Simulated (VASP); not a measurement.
Here is a VASP 6.6.1 calculation.

File INCAR:

```
SYSTEM = Ag
ALGO = Normal
EDIFF = 1E-8
ENCUT = 520
GGA = PS
ISIF = 2
ISMEAR = -1
LASPH = .TRUE.
LCHARG = .FALSE.
LEFG = .TRUE.
LREAL = .FALSE.
LWAVE = .FALSE.
NBANDS = 18
NELM = 80
PREC = Accurate
SIGMA = 0.05
```

File KPOINTS:

```
k-points
0
G
  9 9 9
  0 0 0
```

File POSCAR:

```
Ag
1.0
    0.0000000000      2.8140871700      2.8140871700
    2.8140871700      0.0000000000      2.8140871700
    2.8140871700      2.8140871700      0.0000000000
Ag
2
Direct
   -0.0875000000     -0.1375000000     -0.1375000000
    0.0875000000      0.1375000000      0.1375000000
```

Potentials or basis: VASP PAW PBE potentials, release 64 (Ag).

Command:

```bash
$ cat potpaw_PBE.64/Ag/POTCAR > POTCAR
$ mpirun -np 1 vasp_std > vasp.out
```

Task: What does it give for the pressure?

Result: 17.9 GPa.

Task: Predict the largest force.

Result: 1.611 eV/Å.

Task: What does it give for the band gap on the k mesh?

Result: Zero (band 11 reaches 5.56 eV, above the bottom of band 12 at 4.58 eV).

Electric field gradients, principal values (V/Å²):
```tsv
atom	least	middle	greatest (by size)
1 Ag	-21.593	-21.596	43.189
2 Ag	-21.593	-21.596	43.189
```

Caveat: the cell differs from its parent crystal (shortest bond scaled by 1.1); without QUAD_EFG the Cq values of the log hold for a quadrupole moment of 1 mb, not for the nuclei; the PAW data sets were made with another functional, which shifts forces and pressure a little.
